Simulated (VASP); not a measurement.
# Ru in VASP: single point with PBEsol

Aim: the single point of Ru with PBEsol.

All numbers are computed with VASP 6.6.1; they aren't measurements. Logs are shortened: lines on timing, memory, paths and dates and some standing lists are left out, and cuts for length are marked.

## Step 1: The cell of the first run

The cell holds a wire or tube with vacuum around it, 2 atoms: a = 10.100 Å, b = 9.300 Å, c = 3.798 Å, α = 90.00°, β = 90.00°, γ = 90.00°.

## Step 2: Single point, PBEsol, collinear spin, ferromagnetic start

Contents of INCAR:

```
SYSTEM = Ru
PREC = Accurate
ENCUT = 420
EDIFF = 1E-6
ISMEAR = 0
SIGMA = 0.05
LREAL = .False.
LASPH = .True.
NELM = 200
ALGO = Normal
ISIF = 2
LWAVE = .False.
LCHARG = .True.
ISPIN = 2
MAGMOM = 1.5 1.5
LORBIT = 11
LMAXMIX = 4
GGA = PS
LELF = .True.
LVHAR = .True.
NBANDS = 27
GGA_COMPAT = .False.
```

Contents of KPOINTS:

```
regular mesh
0
Gamma
  1 1 15
  0 0 0
```

Contents of POSCAR:

```
Ru
1.0
   10.1000000000      0.0000000000      0.0000000000
    0.0000000000      9.3000000000      0.0000000000
    0.0000000000      0.0000000000      3.7976471474
Ru
2
Direct
    0.4498553068      0.5000000000      0.0000000000
    0.5501446932      0.5000000000      0.5000000000
```

Potentials or basis: VASP PAW PBE potentials, release 64 (Ru_sv).

Launch:

```sh
$ cat potpaw_PBE.64/Ru_sv/POTCAR > POTCAR
$ mpirun -np 1 vasp_std > vasp.out
```

OUTCAR:

```text
SYSTEM = Ru
   PREC = Accurate
   ENCUT = 420
   EDIFF = 1E-6
   ISMEAR = 0
   LREAL = .False.
   LASPH = .True.
   NELM = 200
   ISIF = 2
   ISPIN = 2
   LORBIT = 11
   GGA = PS

 ion  position               nearest neighbor table
   1  0.450  0.500  0.000-   2 2.15   2 2.15
   2  0.550  0.500  0.500-   1 2.15   1 2.15

  LATTYP: Found a simple orthorhombic cell.
 ALAT       =     3.7976471474
 B/A-ratio  =     2.4488847012
 C/A-ratio  =     2.6595414497

  Lattice vectors:

 A1 = (   0.0000000000,   0.0000000000,  -3.7976471474)
 A2 = (   0.0000000000,   9.3000000000,   0.0000000000)
 A3 = (  10.1000000000,   0.0000000000,   0.0000000000)

Analysis of symmetry for initial positions (statically):
=====================================================================
 Subroutine PRICEL returns:
 Original cell was already a primitive cell.

 Routine SETGRP: Setting up the symmetry group for a
 simple orthorhombic supercell.

 Subroutine GETGRP returns: Found  8 space group operations
 (whereof  4 operations were pure point group operations)
 out of a pool of  8 trial point group operations.

The static configuration has the point symmetry C_2v.
 The point group associated with its full space group is D_2h.

Analysis of symmetry for dynamics (positions and initial velocities):
=====================================================================
 Subroutine PRICEL returns:
 Original cell was already a primitive cell.

 Routine SETGRP: Setting up the symmetry group for a
 simple orthorhombic supercell.

 Subroutine GETGRP returns: Found  8 space group operations
 (whereof  4 operations were pure point group operations)
 out of a pool of  8 trial point group operations.

The dynamic configuration has the point symmetry C_2v.
 The point group associated with its full space group is D_2h.

Analysis of structural, dynamic, and magnetic symmetry:
=====================================================================
 Subroutine PRICEL returns:
 Original cell was already a primitive cell.

 Routine SETGRP: Setting up the symmetry group for a
 simple orthorhombic supercell.

 Subroutine GETGRP returns: Found  8 space group operations
 (whereof  4 operations were pure point group operations)
 out of a pool of  8 trial point group operations.

The overall configuration has the point symmetry C_2v.
 The point group associated with its full space group is D_2h.

 Subroutine INISYM returns: Found  8 space group operations
 (whereof  4 operations are pure point group operations),
 and found     1 'primitive' translations

----------------------------------------------------------------------------------------

                                     Primitive cell

  volume of cell :     356.7130

  direct lattice vectors                    reciprocal lattice vectors
    10.100000000  0.000000000  0.000000000     0.099009901  0.000000000  0.000000000
     0.000000000  9.300000000  0.000000000     0.000000000  0.107526882  0.000000000
     0.000000000  0.000000000  3.797647147     0.000000000  0.000000000  0.263320936

  length of vectors
    10.100000000  9.300000000  3.797647147     0.099009901  0.107526882  0.263320936

  position of ions in fractional coordinates (direct lattice)
     0.449855307  0.500000000  0.000000000
     0.550144693  0.500000000  0.500000000

  ion indices of the primitive-cell ions
   primitive index   ion index
                 1           1
                 2           2

----------------------------------------------------------------------------------------

 KPOINTS: regular mesh

Automatic generation of k-mesh.
 Grid dimensions read from file:
 generate k-points for:    1    1   15

 Generating k-lattice:

  Cartesian coordinates                     Fractional coordinates (reciprocal lattice)
     0.099009901  0.000000000  0.000000000     1.000000000  0.000000000  0.000000000
     0.000000000  0.107526882  0.000000000     0.000000000  1.000000000  0.000000000
     0.000000000  0.000000000  0.017554729     0.000000000  0.000000000  0.066666667

  Length of vectors
     0.099009901  0.107526882  0.017554729

  Shift w.r.t. Gamma in fractional coordinates (k-lattice)
     0.000000000  0.000000000  0.000000000

 Subroutine IBZKPT returns following result:
 ===========================================

 Found      8 irreducible k-points:

 Following reciprocal coordinates:
            Coordinates               Weight
  0.000000  0.000000  0.000000      1.000000
  0.000000  0.000000  0.066667      2.000000
  0.000000  0.000000  0.133333      2.000000
  0.000000  0.000000  0.200000      2.000000
  0.000000  0.000000  0.266667      2.000000
  0.000000  0.000000  0.333333      2.000000
  0.000000  0.000000  0.400000      2.000000
  0.000000  0.000000  0.466667      2.000000
   k-points           NKPTS =      8   k-points in BZ     NKDIM =      8   number of bands    NBANDS=     27
   number of dos      NEDOS =    301   number of ions     NIONS =      2
   total plane-waves  NPLWV = 125440
   dimension x,y,z NGX =    70 NGY =   64 NGZ =   28
   dimension x,y,z NGXF=   140 NGYF=  128 NGZF=   56
   ions per type =               2
   NGX,Y,Z   is equivalent  to a cutoff of  11.52, 11.44, 12.26 a.u.
   NGXF,Y,Z  is equivalent  to a cutoff of  23.04, 22.88, 24.51 a.u.
 SYSTEM =  Ru
   PREC   = accura    normal or accurate (medium, high low for compatibility)
   ISTART =      0    job   : 0-new  1-cont  2-samecut
   ICHARG =      2    charge: 1-file 2-atom 10-const
   ISPIN  =      2    spin polarized calculation?
   LNONCOLLINEAR =      F non collinear calculations
   LSORBIT =      F    spin-orbit coupling
   LASPH  =      T    aspherical Exc in radial PAW
   ENCUT  =  420.0 eV  30.87 Ry    5.56 a.u.  16.88 15.54  6.35*2*pi/ulx,y,z
   NELM   =    200;   NELMIN=  2; NELMDL= -5     # of ELM steps
   EDIFF  = 0.1E-05   stopping-criterion for ELM
   LREAL  =      F    real-space projection
   EDIFFG = 0.1E-04   stopping-criterion for IOM
   NSW    =      0    number of steps for IOM
   IBRION =     -1    ionic relax: 0-MD 1-quasi-New 2-CG
   NFREE  =      0    steps in history (QN), initial steepest desc. (CG)
   ISIF   =      2    stress and relaxation
   ISYM   =      2    0-nonsym 1-usesym 2-fastsym
   POTIM  = 0.5000    time-step for ionic-motion
   TEBEG  =    0.0;   TEEND  =   0.0 temperature during run
   PSTRESS=    0.0 pullay stress
   NELECT =      32.0000    total number of electrons
   NUPDOWN=      -1.0000    fix difference up-down
   EMIN   =  10.00;   EMAX   =-10.00  energy-range for DOS
   EFERMI =   0.00;   METHOD = LEGACY
   ISMEAR =     0;   SIGMA  =   0.05  broadening in eV -4-tet -1-fermi 0-gaus
   EFERMI_NEDOS =   21; number of points for ismear=-14 and -15
   IALGO  =     38    algorithm
   IMIX   =      4    mixing-type and parameters
     AMIX     =   0.40;   BMIX     =  1.00
     AMIX_MAG =   1.60;   BMIX_MAG =  1.00
  volume/ion in A,a.u.               =     178.36      1203.61
  Fermi-wavevector in a.u.,A,eV,Ry     =   0.732856  1.384897  7.307384  0.537078
  Thomas-Fermi vector in A             =   1.825421
   LORBIT       =     11    0 simple, 1 ext, 2 COOP (PROOUT), +10 PAW based schemes
   GGA     = PS    functional components
   LHFCALC =     F    Hartree Fock is set to
   AEXX    =    0.0000 exact exchange contribution
   IVDW    =     0    specifies the selected vdW correction
   LEPSILON=     F    determine dielectric tensor
   LRPA    =     F    only Hartree local field effects (RPA)
 spin polarized calculation
 Gauss-broadening in eV      SIGMA  =   0.05
  energy-cutoff  :      420.00
  volume of cell :      356.71
 maximum number of plane-waves:      6983
 NGX is ok and might be reduce to    70
   NGX = 33   NGY = 31   NGZ = 13

 number of electron      32.0000021 magnetization       0.0053091

 Free energy of the ion-electron system (eV)
  ---------------------------------------------------
  ext. energy  EPLUGINS =         0.00000000
  ---------------------------------------------------
  free energy    TOTEN  =       -12.49171050 eV

  energy without entropy =      -12.48689981  energy(sigma->0) =      -12.48930516

 E-fermi :  -2.8026     XC(G=0):  -2.5648

 val. band max:       -2.9186065321   @ k =   0.0000   0.0000   0.4667
 cond. band min:      -2.7999953470   @ k =   0.0000   0.0000   0.4667
 fundamental gap:      0.1186111851
 Fermi energy:        -2.8025738419

 spin component 1

 k-point     1 :       0.0000    0.0000    0.0000
  band No.  band energies     occupation
      1     -76.0187      1.00000
      2     -75.3532      1.00000
      3     -47.6392      1.00000
      4     -45.7710      1.00000
      5     -45.6750      1.00000
      6     -45.2975      1.00000
[... 19 lines left out ...]
     26       3.0445      0.00000
     27       3.3776      0.00000
[... 181 lines left out ...]
 k-point     8 :       0.0000    0.0000    0.4667
  band No.  band energies     occupation
      1     -75.7274      1.00000
      2     -75.6579      1.00000
      3     -46.9115      1.00000
      4     -46.7227      1.00000
      5     -45.5618      1.00000
      6     -45.5123      1.00000
[... 19 lines left out ...]
     26       4.0000      0.00000
     27       4.1229      0.00000
 Fermi energy:        -2.8025738419

 spin component 2

 k-point     1 :       0.0000    0.0000    0.0000
  band No.  band energies     occupation
      1     -76.0170      1.00000
      2     -75.3515      1.00000
      3     -47.6380      1.00000
      4     -45.7687      1.00000
      5     -45.6733      1.00000
      6     -45.2951      1.00000
[... 19 lines left out ...]
     26       3.0414      0.00000
     27       3.3647      0.00000
[... 181 lines left out ...]
 k-point     8 :       0.0000    0.0000    0.4667
  band No.  band energies     occupation
      1     -75.7257      1.00000
      2     -75.6562      1.00000
      3     -46.9102      1.00000
      4     -46.7214      1.00000
      5     -45.5594      1.00000
      6     -45.5099      1.00000
[... 19 lines left out ...]
     26       3.9969      0.00000
     27       4.1228      0.00000

------------------------ aborting loop because EDIFF is reached ----------------------------------------

  FORCE on cell =-STRESS in cart. coord.  units (eV):
  Direction    XX          YY          ZZ          XY          YZ          ZX
  --------------------------------------------------------------------------------------
  -------------------------------------------------------------------------------------
  Total       -0.2725292     -0.2892629     -0.3370735      0.0000000      0.0000000      0.0000000
  in kB       -1.2240658     -1.2992250     -1.5139666      0.0000000      0.0000000      0.0000000
  external PRESSURE =      -1.3457525 kB  Pullay stress =       0.0000000 kB

 VOLUME and BASIS-vectors are now :
 -----------------------------------------------------------------------------
  energy-cutoff  :      420.00
  volume of cell :      356.71
      direct lattice vectors                 reciprocal lattice vectors
    10.100000000  0.000000000  0.000000000     0.099009901  0.000000000  0.000000000
     0.000000000  9.300000000  0.000000000     0.000000000  0.107526882  0.000000000
     0.000000000  0.000000000  3.797647147     0.000000000  0.000000000  0.263320936

 POSITION                                       TOTAL-FORCE (eV/Angst)
 -----------------------------------------------------------------------------------
      4.54354      4.65000      0.00000         0.007068      0.000000      0.000000
      5.55646      4.65000      1.89882        -0.007068      0.000000      0.000000
 -----------------------------------------------------------------------------------
    total drift:                                0.000000     -0.000000      0.000000

  FREE ENERGIE OF THE ION-ELECTRON SYSTEM (eV)
  ---------------------------------------------------
  free  energy   TOTEN  =       -12.4917105034 eV

  energy  without entropy=      -12.4868998088  energy(sigma->0) =      -12.48930516

 total charge

# of ion       s       p       d       tot
------------------------------------------
    1        2.261   5.987   5.538  13.785
    2        2.261   5.987   5.538  13.785
--------------------------------------------------
tot          4.521  11.974  11.076  27.571

 magnetization (x)

# of ion       s       p       d       tot
------------------------------------------
    1        0.000   0.000   0.002   0.002
    2        0.000   0.000   0.002   0.002
--------------------------------------------------
tot          0.000   0.000   0.004   0.004
```

It took 4.3 min on 1 thread of Intel Xeon Platinum 8259CL at 2.50GHz (Skylake/Cascade Lake), shared host; peak memory 0.46 GiB.

What came out:

* Free energy: -12.4917 eV
* Largest force: 0.007 eV/Å
* Band gap on the k mesh: zero (filled and empty bands overlap)
* Net moment: 0.01 μB per cell
* Valence electrons inside the program's atomic spheres: Ru 13.79

Forces in eV/Å, atoms in the order of the input:
```
Ru   0.007  0.000  0.000
Ru  -0.007  0.000  0.000
```

Caveat: the PAW data sets were made with another functional, which shifts forces and pressure a little.

The gap in the log of VASP goes by the Fermi energy; the results here count the filled bands.